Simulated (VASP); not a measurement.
# KTaO3 (P4/mmm) in VASP: a series of runs, part 2 of 2

VASP 6.6.1. Earlier steps stand in the parts before.

### 3 Single point, HSE06 (uniaxial z strain -4.0%)

POSCAR

```
KTaO3
1.0
    3.9901311030      0.0000000000      0.0000000000
    0.0000000000      3.9901311030      0.0000000000
    0.0000000000      0.0000000000      3.8305258589
K Ta O
1 1 3
Direct
    0.0000000000      0.0000000000      0.0000000000
    0.5000000000      0.5000000000      0.5000000000
    0.5000000000      0.5000000000      0.0000000000
    0.5000000000      0.0000000000      0.5000000000
    0.0000000000      0.5000000000      0.5000000000
```

INCAR.step1

```
SYSTEM = KTaO3
ALGO = Normal
EDIFF = 1E-5
ENCUT = 520
GGA = PE
ISIF = 2
ISMEAR = 0
LASPH = .TRUE.
LREAL = .FALSE.
LWAVE = .TRUE.
NBANDS = 27
NELM = 80
PREC = Accurate
SIGMA = 0.01
```

INCAR.step2

```
SYSTEM = KTaO3
ALGO = Normal
EDIFF = 1E-6
ENCUT = 520
GGA = PE
HFSCREEN = 0.2079
ISIF = 2
ISMEAR = 0
ISTART = 1
LASPH = .TRUE.
LCHARG = .TRUE.
LELF = .TRUE.
LHFCALC = .TRUE.
LREAL = .FALSE.
LVHAR = .TRUE.
LWAVE = .FALSE.
NBANDS = 27
NELM = 80
PREC = Accurate
PRECFOCK = Fast
SIGMA = 0.01
```

KPOINTS

```
k-points
0
G
  4 4 4
  0 0 0
```

Potentials or basis: VASP PAW PBE potentials, release 64 (K_sv, Ta_pv, O).

On the command line:

```sh
> cat potpaw_PBE.64/K_sv/POTCAR potpaw_PBE.64/Ta_pv/POTCAR potpaw_PBE.64/O/POTCAR > POTCAR
> cp INCAR.step1 INCAR
> mpirun -np 1 vasp_std > vasp.out
> cp INCAR.step2 INCAR
> mpirun -np 1 vasp_std > vasp.out
```

OUTCAR:

```text
SYSTEM = KTaO3
   EDIFF = 1E-6
   ENCUT = 520
   GGA = PE
   HFSCREEN = 0.2079
   ISIF = 2
   ISMEAR = 0
   ISTART = 1
   LASPH = .TRUE.
   LHFCALC = .TRUE.
   LREAL = .FALSE.
   NELM = 80
   PREC = Accurate
   PRECFOCK = Fast

 ion  position               nearest neighbor table
   1  0.000  0.000  0.000-   4 2.77   5 2.77   4 2.77   5 2.77   5 2.77   5 2.77   4 2.77   4 2.77
                             3 2.82   3 2.82   3 2.82   3 2.82   2 3.41   2 3.41   2 3.41   2 3.41
   2  0.500  0.500  0.500-   3 1.92   3 1.92   5 2.00   4 2.00   4 2.00   5 2.00   1 3.41   1 3.41
                             1 3.41   1 3.41   1 3.41   1 3.41   1 3.41   1 3.41
   3  0.500  0.500  0.000-   2 1.92   2 1.92   1 2.82   1 2.82   1 2.82   1 2.82
   4  0.500  0.000  0.500-   2 2.00   2 2.00   1 2.77   1 2.77   1 2.77   1 2.77
   5  0.000  0.500  0.500-   2 2.00   2 2.00   1 2.77   1 2.77   1 2.77   1 2.77

  LATTYP: Found a simple tetragonal cell.
 ALAT       =     3.9901311030
 C/A-ratio  =     0.9600000000

  Lattice vectors:

 A1 = (   3.9901311030,   0.0000000000,   0.0000000000)
 A2 = (   0.0000000000,   3.9901311030,   0.0000000000)
 A3 = (   0.0000000000,   0.0000000000,   3.8305258589)
[... 182 lines left out ...]

 E-fermi :   1.0846     XC(G=0):  -9.0955

 val. band max:        1.0170850939   @ k =   0.5000   0.5000   0.5000
 cond. band min:       4.5163582066   @ k =   0.0000   0.0000   0.0000
 fundamental gap:      3.4992731127
 Fermi energy:         1.0845875142

 k-point     1 :       0.0000    0.0000    0.0000
  band No.  band energies     occupation
      1     -34.9923      2.00000
      2     -34.8759      2.00000
      3     -34.8759      2.00000
      4     -28.2296      2.00000
      5     -18.5624      2.00000
      6     -17.7102      2.00000
[... 529 lines left out ...]
     26      13.7202      0.00000
     27      15.3142      0.00000

------------------------ aborting loop because EDIFF is reached ----------------------------------------

  FORCE on cell =-STRESS in cart. coord.  units (eV):
  Direction    XX          YY          ZZ          XY          YZ          ZX
  --------------------------------------------------------------------------------------
  -------------------------------------------------------------------------------------
  Total        1.3200835      1.3200835      8.7084887      0.0000000      0.0000000      0.0000000
  in kB       34.6800132     34.6800132    228.7813655      0.0000000      0.0000000      0.0000000
  external PRESSURE =      99.3804640 kB  Pullay stress =       0.0000000 kB

 VOLUME and BASIS-vectors are now :
 -----------------------------------------------------------------------------
  energy-cutoff  :      520.00
  volume of cell :       60.99
      direct lattice vectors                 reciprocal lattice vectors
     3.990131103  0.000000000  0.000000000     0.250618332  0.000000000  0.000000000
     0.000000000  3.990131103  0.000000000     0.000000000  0.250618332  0.000000000
     0.000000000  0.000000000  3.830525859     0.000000000  0.000000000  0.261060762

 POSITION                                       TOTAL-FORCE (eV/Angst)
 -----------------------------------------------------------------------------------
      0.00000      0.00000      0.00000         0.000000      0.000000      0.000000
      1.99507      1.99507      1.91526         0.000000      0.000000      0.000000
      1.99507      1.99507      0.00000         0.000000      0.000000      0.000000
      1.99507      0.00000      1.91526         0.000000      0.000000      0.000000
      0.00000      1.99507      1.91526         0.000000      0.000000      0.000000
 -----------------------------------------------------------------------------------
    total drift:                                0.000002     -0.000002     -0.000001

  FREE ENERGIE OF THE ION-ELECTRON SYSTEM (eV)
  ---------------------------------------------------
  free  energy   TOTEN  =       -49.1934190692 eV

  energy  without entropy=      -49.1934190692  energy(sigma->0) =      -49.19341907
```

OUTCAR.step1:

```text
SYSTEM = KTaO3
   EDIFF = 1E-5
   ENCUT = 520
   GGA = PE
   ISIF = 2
[... 768 lines left out ...]
      1.99507      1.99507      1.91526         0.000000      0.000000      0.000000
      1.99507      1.99507      0.00000         0.000000      0.000000      0.000000
      1.99507      0.00000      1.91526         0.000000      0.000000      0.000000
      0.00000      1.99507      1.91526         0.000000      0.000000      0.000000
 -----------------------------------------------------------------------------------
    total drift:                                0.000000      0.000000     -0.000000

  FREE ENERGIE OF THE ION-ELECTRON SYSTEM (eV)
  ---------------------------------------------------
  free  energy   TOTEN  =       -40.7399218723 eV

  energy  without entropy=      -40.7399218723  energy(sigma->0) =      -40.73992187
```

OSZICAR.step1:

```text
N       E                     dE             d eps       ncg     rms          rms(c)
DAV:   1     0.330616727361E+03    0.33062E+03   -0.21510E+04   972   0.145E+03
DAV:   2    -0.303824471314E+02   -0.36100E+03   -0.35006E+03  1144   0.411E+02
DAV:   3    -0.487484937988E+02   -0.18366E+02   -0.18284E+02  1264   0.901E+01
DAV:   4    -0.491988427830E+02   -0.45035E+00   -0.44989E+00  1613   0.117E+01
DAV:   5    -0.492011413969E+02   -0.22986E-02   -0.22984E-02  1226   0.830E-01    0.371E+01
DAV:   6    -0.409150179924E+02    0.82861E+01   -0.33222E+01  1175   0.403E+01    0.144E+01
DAV:   7    -0.407994204911E+02    0.11560E+00   -0.15617E+00  1251   0.812E+00    0.995E+00
DAV:   8    -0.407545994536E+02    0.44821E-01   -0.32952E-01  1128   0.480E+00    0.274E+00
DAV:   9    -0.407407154055E+02    0.13884E-01   -0.31049E-02  1215   0.132E+00    0.400E-01
DAV:  10    -0.407398819304E+02    0.83348E-03   -0.10764E-02  1291   0.684E-01    0.164E-01
DAV:  11    -0.407398938375E+02   -0.11907E-04   -0.79375E-04  1311   0.188E-01    0.304E-02
DAV:  12    -0.407399163573E+02   -0.22520E-04   -0.30812E-05  1145   0.417E-02    0.148E-02
DAV:  13    -0.407399218723E+02   -0.55151E-05   -0.10475E-05   817   0.245E-02
   1 F= -.40739922E+02 E0= -.40739922E+02  d E =-.210697E-76
```

Wall time 28 min (1 thread of Oxide Virtual Turin-like, shared host); peak memory 0.27 GiB.

Results:

- Free energy: -49.1934 eV
- Pressure: 9.9 GPa
- Band gap on the k mesh: 3.50 eV (least direct gap 4.17 eV)

Caveat: the cell differs from its parent crystal (uniaxial z strain -4.0%); the stress differs along the axes, from 3 to 23 GPa; the PAW data sets were made with another functional, which shifts forces and pressure a little; spin-orbit coupling is left out, which moves the levels of the heavy elements.
